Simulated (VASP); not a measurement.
# TiB (I-4m2) in VASP: further runs

The runs below take TiB through single point, with r2SCAN.

Program: VASP 6.6.1. These are calculated values, not measurements. Logs are shortened: lines on timing, memory, paths and dates and some standing lists are left out, and cuts for length are marked.

## Step 1: The cell of the first run

The structure is tetragonal, space group I-4m2 (No. 119). Conventional cell: a = 2.823 Å, b = 2.823 Å, c = 4.307 Å, α = 90.00°, β = 90.00°, γ = 90.00°. Within 2.4 Å of Ti (site symmetry -4m2) lie 4 B at 1.78 Å. Within 2.4 Å of B (site symmetry -4m2) lie 4 Ti at 1.78 Å.

## Step 2: Single point, r2SCAN (strain -0.050 along x and y, +0.025 along z)

POSCAR

```
TiB
1.0
    0.0000000000      1.9959500000      2.1535250000
    1.9959500000      0.0000000000      2.1535250000
    1.9959500000      1.9959500000      0.0000000000
Ti B
1 1
Direct
    0.7500000000      0.7500000000      0.7500000000
    0.0000000000      0.0000000000      0.0000000000
```

INCAR.step1

```
ALGO     = Normal         # electronic algorithm
EDIFF    = 1E-4           # SCF threshold, eV
ENCUT    = 520            # plane-wave cutoff, eV
GGA      = PE             # functional
ISMEAR   = 0              # smearing method
LASPH    = True           # aspherical terms in the spheres
LCHARG   = False          # write CHGCAR
LREAL    = False          # projectors in reciprocal space
LWAVE    = True           # write WAVECAR
NBANDS   = 14             # bands
NELM     = 100            # most SCF steps
PREC     = Accurate       # precision mode
SIGMA    = 0.15           # smearing width, eV
```

INCAR.step2

```
ALGO     = Normal         # electronic algorithm
EDIFF    = 1E-7           # SCF threshold, eV
ENCUT    = 520            # plane-wave cutoff, eV
ISIF     = 2              # what is computed and relaxed
ISMEAR   = 0              # smearing method
ISTART   = 1            
LASPH    = True           # aspherical terms in the spheres
LCHARG   = False          # write CHGCAR
LMIXTAU  = True         
LREAL    = False          # projectors in reciprocal space
LWAVE    = False          # write WAVECAR
METAGGA  = R2SCAN         # meta-GGA
NBANDS   = 14             # bands
NELM     = 100            # most SCF steps
PREC     = Accurate       # precision mode
SIGMA    = 0.15           # smearing width, eV
```

KPOINTS

```
k-points
0
Gamma
  20 20 20
```

Potentials or basis: VASP PAW PBE potentials, release 64 (Ti_sv, B).

The run is started by

```sh
$ cat potpaw_PBE.64/Ti_sv/POTCAR potpaw_PBE.64/B/POTCAR > POTCAR
$ cp INCAR.step1 INCAR
$ mpirun -np 1 vasp_std > vasp.out
$ cp INCAR.step2 INCAR
$ mpirun -np 1 vasp_std > vasp.out
```

OUTCAR:

```text
EDIFF = 1E-7
   ENCUT = 520
   ISIF = 2
   ISMEAR = 0
   ISTART = 1
   LASPH = True
   LREAL = False
   METAGGA = R2SCAN
   NELM = 100
   PREC = Accurate

 ion  position               nearest neighbor table
   1  0.750  0.750  0.750-   2 1.78   2 1.78   2 1.78   2 1.78
   2  0.000  0.000  0.000-   1 1.78   1 1.78   1 1.78   1 1.78

  LATTYP: Found a body centered tetragonal cell.
 ALAT       =     2.8226995598
 C/A-ratio  =     1.5258620015

  Lattice vectors:

 A1 = (  -1.9959500000,   0.0000000000,   2.1535250000)
 A2 = (   1.9959500000,   0.0000000000,   2.1535250000)
 A3 = (   0.0000000000,   1.9959500000,  -2.1535250000)

Analysis of symmetry for initial positions (statically):
=====================================================================
 Subroutine PRICEL returns:
 Original cell was already a primitive cell.

 Routine SETGRP: Setting up the symmetry group for a
 body centered tetragonal supercell.

 Subroutine GETGRP returns: Found  8 space group operations
 (whereof  8 operations were pure point group operations)
 out of a pool of 16 trial point group operations.

The static configuration has the point symmetry D_2d.

Analysis of symmetry for dynamics (positions and initial velocities):
=====================================================================
 Subroutine PRICEL returns:
 Original cell was already a primitive cell.

 Routine SETGRP: Setting up the symmetry group for a
 body centered tetragonal supercell.

 Subroutine GETGRP returns: Found  8 space group operations
 (whereof  8 operations were pure point group operations)
 out of a pool of 16 trial point group operations.

The dynamic configuration has the point symmetry D_2d.

 Subroutine INISYM returns: Found  8 space group operations
 (whereof  8 operations are pure point group operations),
 and found     1 'primitive' translations

----------------------------------------------------------------------------------------

                                     Primitive cell

  volume of cell :      17.1585

  direct lattice vectors                    reciprocal lattice vectors
     0.000000000  1.995950000  2.153525000    -0.250507277  0.250507277  0.232177476
     1.995950000  0.000000000  2.153525000     0.250507277 -0.250507277  0.232177476
     1.995950000  1.995950000  0.000000000     0.250507277  0.250507277 -0.232177476

  length of vectors
     2.936236763  2.936236763  2.822699560     0.423573102  0.423573102  0.423573102

  position of ions in fractional coordinates (direct lattice)
     0.750000000  0.750000000  0.750000000
     0.000000000  0.000000000  0.000000000

  ion indices of the primitive-cell ions
   primitive index   ion index
                 1           1
                 2           2

----------------------------------------------------------------------------------------

 KPOINTS: k-points

Automatic generation of k-mesh.
 Grid dimensions read from file:
 generate k-points for:   20   20   20

 Generating k-lattice:

  Cartesian coordinates                     Fractional coordinates (reciprocal lattice)
    -0.012525364  0.012525364  0.011608874     0.050000000  0.000000000  0.000000000
     0.012525364 -0.012525364  0.011608874     0.000000000  0.050000000  0.000000000
     0.012525364  0.012525364 -0.011608874     0.000000000  0.000000000  0.050000000

  Length of vectors
     0.021178655  0.021178655  0.021178655

  Shift w.r.t. Gamma in fractional coordinates (k-lattice)
     0.000000000  0.000000000  0.000000000

 Subroutine IBZKPT returns following result:
 ===========================================

 Found    641 irreducible k-points:

 Following reciprocal coordinates:
            Coordinates               Weight
  0.000000  0.000000  0.000000      1.000000
  0.050000  0.000000  0.000000      8.000000
  0.100000 -0.000000  0.000000      8.000000
  0.150000 -0.000000  0.000000      8.000000
  0.200000 -0.000000  0.000000      8.000000
  0.250000  0.000000  0.000000      8.000000
[... 16 lines left out ...]
 -0.400000  0.050000  0.000000      8.000000
 -0.350000  0.050000  0.000000      8.000000
 [... further k-points ...]
   k-points           NKPTS =    641   k-points in BZ     NKDIM =    641   number of bands    NBANDS=     14
   number of dos      NEDOS =    301   number of ions     NIONS =      2
   total plane-waves  NPLWV =  13824
   dimension x,y,z NGX =    24 NGY =   24 NGZ =   24
   dimension x,y,z NGXF=    48 NGYF=   48 NGZF=   48
   ions per type =               1   1
   NGX,Y,Z   is equivalent  to a cutoff of  13.59, 13.59, 14.14 a.u.
   NGXF,Y,Z  is equivalent  to a cutoff of  27.18, 27.18, 28.27 a.u.
 SYSTEM =  unknown system
   PREC   = accura    normal or accurate (medium, high low for compatibility)
   ISTART =      1    job   : 0-new  1-cont  2-samecut
   ICHARG =      0    charge: 1-file 2-atom 10-const
   ISPIN  =      1    spin polarized calculation?
   LNONCOLLINEAR =      F non collinear calculations
   LSORBIT =      F    spin-orbit coupling
   LASPH  =      T    aspherical Exc in radial PAW
   ENCUT  =  520.0 eV  38.22 Ry    6.18 a.u.   5.46  5.46  5.25*2*pi/ulx,y,z
   NELM   =    100;   NELMIN=  2; NELMDL=  0     # of ELM steps
   EDIFF  = 0.1E-06   stopping-criterion for ELM
   LREAL  =      F    real-space projection
   EDIFFG = 0.1E-05   stopping-criterion for IOM
   NSW    =      0    number of steps for IOM
   IBRION =     -1    ionic relax: 0-MD 1-quasi-New 2-CG
   NFREE  =      0    steps in history (QN), initial steepest desc. (CG)
   ISIF   =      2    stress and relaxation
   ISYM   =      2    0-nonsym 1-usesym 2-fastsym
   POTIM  = 0.5000    time-step for ionic-motion
   TEBEG  =    0.0;   TEEND  =   0.0 temperature during run
   PSTRESS=    0.0 pullay stress
   NELECT =      15.0000    total number of electrons
   NUPDOWN=      -1.0000    fix difference up-down
   EMIN   =  10.00;   EMAX   =-10.00  energy-range for DOS
   EFERMI =   0.00;   METHOD = LEGACY
   ISMEAR =     0;   SIGMA  =   0.15  broadening in eV -4-tet -1-fermi 0-gaus
   EFERMI_NEDOS =   21; number of points for ismear=-14 and -15
   IALGO  =     38    algorithm
   IMIX   =      4    mixing-type and parameters
     AMIX     =   0.40;   BMIX     =  1.00
     AMIX_MAG =   1.60;   BMIX_MAG =  1.00
  volume/ion in A,a.u.               =       8.58        57.90
  Fermi-wavevector in a.u.,A,eV,Ry     =   1.565353  2.958087 33.338746  2.450329
  Thomas-Fermi vector in A             =   2.667841
   LORBIT       =      0    0 simple, 1 ext, 2 COOP (PROOUT), +10 PAW based schemes
   METAGGA = R2SCAN    functional components
   LHFCALC =     F    Hartree Fock is set to
   AEXX    =    0.0000 exact exchange contribution
   IVDW    =     0    specifies the selected vdW correction
   LEPSILON=     F    determine dielectric tensor
   LRPA    =     F    only Hartree local field effects (RPA)
 non-spin polarized calculation
 Gauss-broadening in eV      SIGMA  =   0.15
  energy-cutoff  :      520.00
  volume of cell :       17.16
 maximum number of plane-waves:       480
 NGX is ok and might be reduce to    24
   NGX = 11   NGY = 11   NGZ = 11

 number of electron      15.0000003 magnetization

 Free energy of the ion-electron system (eV)
  ---------------------------------------------------
  ext. energy  EPLUGINS =         0.00000000
  ---------------------------------------------------
  free energy    TOTEN  =       -14.60579121 eV

  energy without entropy =      -14.59713631  energy(sigma->0) =      -14.60146376

 E-fermi :  10.3057     XC(G=0): -14.1332

 val. band max:       10.3042009289   @ k =  -0.4000   0.0000   0.3500
 cond. band min:      10.3132459129   @ k =  -0.2500   0.4000   0.3000
 fundamental gap:      0.0090449840
 Fermi energy:        10.3057043191

 k-point     1 :       0.0000    0.0000    0.0000
  band No.  band energies     occupation
      1     -46.6787      2.00000
      2     -21.7527      2.00000
      3     -21.6314      2.00000
      4     -21.6314      2.00000
      5       0.5628      2.00000
      6       7.7644      2.00000
      7       8.0905      2.00000
      8       8.0905      2.00000
      9      13.4681      0.00000
     10      14.5632      0.00000
     11      23.3084      0.00000
     12      24.0210      0.00000
     13      24.8285      0.00000
     14      24.8285      0.00000

 k-point     2 :       0.0500    0.0000    0.0000
  band No.  band energies     occupation
      1     -46.6746      2.00000
      2     -21.7646      2.00000
      3     -21.6525      2.00000
      4     -21.6342      2.00000
      5       0.6435      2.00000
      6       7.7781      2.00000
      7       8.0783      2.00000
      8       8.1309      2.00000
      9      13.4423      0.00000
     10      14.5163      0.00000
     11      23.3130      0.00000
     12      24.1321      0.00000
     13      24.7175      0.00000
     14      24.8401      0.00000

 k-point     3 :       0.1000   -0.0000    0.0000
  band No.  band energies     occupation
      1     -46.6626      2.00000
      2     -21.8117      2.00000
      3     -21.7008      2.00000
      4     -21.6422      2.00000
      5       0.8803      2.00000
      6       7.7776      2.00000
      7       8.0829      2.00000
      8       8.2469      2.00000
      9      13.3834      0.00000
     10      14.3920      0.00000
     11      23.2321      0.00000
     12      24.2637      0.00000
     13      24.6657      0.00000
     14      24.8463      0.00000

 k-point     4 :       0.1500   -0.0000    0.0000
  band No.  band energies     occupation
      1     -46.6437      2.00000
      2     -21.9146      2.00000
      3     -21.7446      2.00000
      4     -21.6545      2.00000
      5       1.2567      2.00000
      6       7.6963      2.00000
      7       8.1679      2.00000
      8       8.4226      2.00000
      9      13.3390      0.00000
     10      14.2344      0.00000
     11      22.8040      0.00000
     12      24.1428      0.00000
     13      24.7764      0.00000
     14      25.1319      0.00000

 k-point     5 :       0.2000   -0.0000    0.0000
  band No.  band energies     occupation
      1     -46.6199      2.00000
      2     -22.0604      2.00000
      3     -21.7811      2.00000
      4     -21.6700      2.00000
      5       1.7449      2.00000
      6       7.5678      2.00000
      7       8.2952      2.00000
      8       8.6314      2.00000
      9      13.3685      0.00000
     10      14.1013      0.00000
     11      22.0007      0.00000
[... 276 lines left out ...]
 k-point    22 :      -0.4500    0.0500    0.0000
  band No.  band energies     occupation
      1     -46.5064      2.00000
      2     -22.7271      2.00000
      3     -21.9366      2.00000
      4     -21.7419      2.00000
      5       4.1617      2.00000
      6       7.6404      2.00000
      7       8.4141      2.00000
      8       9.2766      2.00000
      9      14.7448      0.00000
     10      15.2219      0.00000
     11      17.2208      0.00000
     12      21.2379      0.00000
     13      21.8204      0.00000
     14      24.0028      0.00000

 k-point    23 :      -0.4000    0.0500    0.0000
  band No.  band energies     occupation
      1     -46.5153      2.00000
      2     -22.6749      2.00000
      3     -21.9299      2.00000
      4     -21.7313      2.00000
      5       3.9825      2.00000
      6       7.4985      2.00000
      7       8.4415      2.00000
      8       9.2496      2.00000
      9      14.4411      0.00000
     10      15.0859      0.00000
     11      17.7326      0.00000
     12      21.5332      0.00000
     13      22.3189      0.00000
     14      24.1146      0.00000

 k-point    24 :      -0.3500    0.0500    0.0000
  band No.  band energies     occupation
      1     -46.5316      2.00000
      2     -22.5788      2.00000
      3     -21.9139      2.00000
      4     -21.7168      2.00000
      5       3.6374      2.00000
      6       7.3456      2.00000
      7       8.4873      2.00000
      8       9.1915      2.00000
      9      14.1136      0.00000
     10      14.7443      0.00000
     11      18.5586      0.00000
     12      22.1068      0.00000
     13      22.9796      0.00000
     14      24.3875      0.00000

 [... further k-points ...]

------------------------ aborting loop because EDIFF is reached ----------------------------------------

  FORCE on cell =-STRESS in cart. coord.  units (eV):
  Direction    XX          YY          ZZ          XY          YZ          ZX
  --------------------------------------------------------------------------------------
  -------------------------------------------------------------------------------------
  Total       16.4184882     16.4184882     18.3953723      0.0000000      0.0000000      0.0000000
  in kB     1533.0789480   1533.0789480   1717.6708077      0.0000000      0.0000000      0.0000000
  external PRESSURE =    1594.6095679 kB  Pullay stress =       0.0000000 kB

 VOLUME and BASIS-vectors are now :
 -----------------------------------------------------------------------------
  energy-cutoff  :      520.00
  volume of cell :       17.16
      direct lattice vectors                 reciprocal lattice vectors
     0.000000000  1.995950000  2.153525000    -0.250507277  0.250507277  0.232177476
     1.995950000  0.000000000  2.153525000     0.250507277 -0.250507277  0.232177476
     1.995950000  1.995950000  0.000000000     0.250507277  0.250507277 -0.232177476

 POSITION                                       TOTAL-FORCE (eV/Angst)
 -----------------------------------------------------------------------------------
      2.99392      2.99392      3.23029         0.000000      0.000000     -0.000000
      0.00000      0.00000      0.00000        -0.000000     -0.000000      0.000000
 -----------------------------------------------------------------------------------
    total drift:                               -0.000001     -0.000001      0.000001

  FREE ENERGIE OF THE ION-ELECTRON SYSTEM (eV)
  ---------------------------------------------------
  free  energy   TOTEN  =       -14.6057912124 eV

  energy  without entropy=      -14.5971363149  energy(sigma->0) =      -14.60146376
```

It took 19 min on 1 thread of AMD EPYC 7R43 (Zen 3), shared host; peak memory 0.25 GiB.

Results:

| Quantity | Value |
| --- | --- |
| Free energy | -14.6058 eV |
| Pressure | 159.5 GPa |
| Band gap on the k mesh | zero (an odd number of electrons rules out a gap without spin polarisation) |

Stress tensor (GPa, compression positive):
```
153.31   0.00   0.00
  0.00 153.31   0.00
  0.00   0.00 171.77
```

Caveat: the cell differs from its parent crystal (strain -0.050 along x and y, +0.025 along z); the cell stands under pressure; the PAW data sets were made with another functional, which shifts forces and pressure a little.

[end of part 1 of 2]
